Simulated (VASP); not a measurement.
A run of VASP 6.6.1 is set up as follows.

Contents of INCAR:

```
  PREC = Accurate
  ENCUT = 520
  EDIFF = 1E-6
  ISMEAR = -1
  SIGMA = 0.01
  LREAL = Auto
  LASPH = True
  NELM = 100
  ALGO = Normal
  ISIF = 2
  LWAVE = False
  LCHARG = False
  GGA = PE
  NELECT = 184.0
  NBANDS = 122
```

Contents of KPOINTS:

```
Automatic mesh
0
Gamma
  3 4 2
```

POSCAR

```
Al24N23
1.0
    9.3390000000      0.0000000000      0.0000000000
   -3.1130000000      5.3918741640      0.0000000000
    0.0000000000      0.0000000000      9.9620000000
Al N
24 23
Direct
    0.1103246161      0.3327599857     -0.0619265503
    0.1100533549      0.3328980076      0.5076381453
    0.1098161478      0.8321265923     -0.0025316024
    0.1056078915      0.8287948029      0.5025987293
    0.4455504999      0.3351275893     -0.0041708418
    0.4488735350      0.3380140376      0.5020908401
    0.4464601441      0.8341292986     -0.0032717188
    0.4494825159      0.8361461679      0.5021576729
    0.7782397414      0.3346904447     -0.0029750734
    0.7756011911      0.3366007135      0.5025903988
    0.7777347556      0.8319383580     -0.0024570744
    0.7764485829      0.8272601075      0.5030561966
    0.2397794219      0.1467016092      0.2610489302
    0.2270470979      0.1613990502      0.7463319153
    0.2421979235      0.7152599114      0.2610530813
    0.2278368717      0.6797159123      0.7465621581
    0.5581601384      0.1728841576      0.2481354047
    0.5565821052      0.1682510361      0.7512266335
    0.5536729075      0.6624125657      0.2506198297
    0.5553025580      0.6658784502      0.7507336711
    0.8456537920      0.1331413574      0.2638932381
    0.8787101677      0.1588195410      0.7463870354
    0.8884417071      0.6665753621      0.2525199362
    0.8882307422      0.6661864510      0.7512726962
    0.1109147286      0.3333675977      0.7033170344
    0.1116087002      0.8331466167      0.1911503400
    0.1103805647      0.8324965085      0.6899016891
    0.4430690410      0.3345431437      0.1882504124
    0.4457758725      0.3336591912      0.6903999491
    0.4464616057      0.8336390428      0.1893971587
    0.4467903846      0.8359846825      0.6906296282
    0.7804229813      0.3367048879      0.1893657534
    0.7768570079      0.3347368952      0.6906914736
    0.7783584850      0.8313063067      0.1898956258
    0.7765691481      0.8301190688      0.6910545477
    0.2204787807      0.1689051989      0.4423290621
    0.2231116188      0.1639836887      0.9407413927
    0.2210451228      0.6622598546      0.4422698623
    0.2237576841      0.6708270284      0.9412083604
    0.5546222890      0.1661031444      0.4375436522
    0.5558881596      0.1672693253      0.9421525008
    0.5566373678      0.6678036923      0.4393729209
    0.5558170410      0.6667554518      0.9413319437
    0.8907470539      0.1681544920      0.4437385866
    0.8856907414      0.1640007391      0.9401031946
    0.8882191944      0.6658643650      0.4404933344
    0.8898569064      0.6673242343      0.9420779249
```

Potentials or basis: VASP PAW PBE potentials, release 64 (Al, N).

Command:

```bash
$ cat potpaw_PBE.64/Al/POTCAR potpaw_PBE.64/N/POTCAR > POTCAR
$ mpirun -np 1 vasp_std > vasp.out
```

**Question.** Estimate the largest force.

**Answer.** 0.024 eV/Å.

Forces in eV/Å, atoms in the order of the input:
```
Al  -0.002  0.004 -0.002
Al  -0.006 -0.001  0.006
Al   0.008  0.006  0.001
Al   0.001  0.000 -0.001
Al  -0.002 -0.003  0.003
Al   0.001 -0.001  0.002
Al  -0.005 -0.002  0.001
Al   0.001  0.001  0.002
Al   0.002 -0.004 -0.001
Al   0.003 -0.003  0.002
Al  -0.002  0.004  0.001
Al  -0.002  0.000  0.000
Al   0.002 -0.005 -0.003
Al   0.000 -0.003  0.008
Al  -0.007  0.005 -0.004
Al   0.001 -0.004  0.008
Al  -0.002  0.002 -0.008
Al  -0.003  0.000  0.009
Al   0.003  0.002 -0.009
Al   0.000  0.000  0.008
Al  -0.005  0.004 -0.003
Al   0.001  0.000  0.006
Al   0.002  0.000 -0.011
Al   0.000 -0.003  0.008
N    0.001  0.001 -0.024
N   -0.011 -0.007 -0.003
N   -0.003 -0.002 -0.003
N    0.009  0.007  0.000
N   -0.001  0.002 -0.005
N    0.011  0.004 -0.002
N    0.001 -0.001 -0.005
N   -0.004  0.005  0.001
N    0.001  0.003 -0.005
N    0.003 -0.008  0.000
N    0.003 -0.001 -0.005
N   -0.001  0.002  0.009
N    0.006 -0.004 -0.003
N    0.001 -0.002  0.009
N    0.002  0.008 -0.002
N    0.000 -0.001  0.008
N    0.003  0.003 -0.004
N   -0.001 -0.001  0.006
N    0.003  0.000 -0.005
N    0.002  0.002  0.006
N   -0.008 -0.006  0.000
N   -0.001 -0.001  0.005
N   -0.004 -0.001 -0.004
```

Caveat: the cell carries a net charge on a neutralising background, which shifts energy and pressure; the cell differs from its parent crystal (atoms taken out, then relaxed in part).
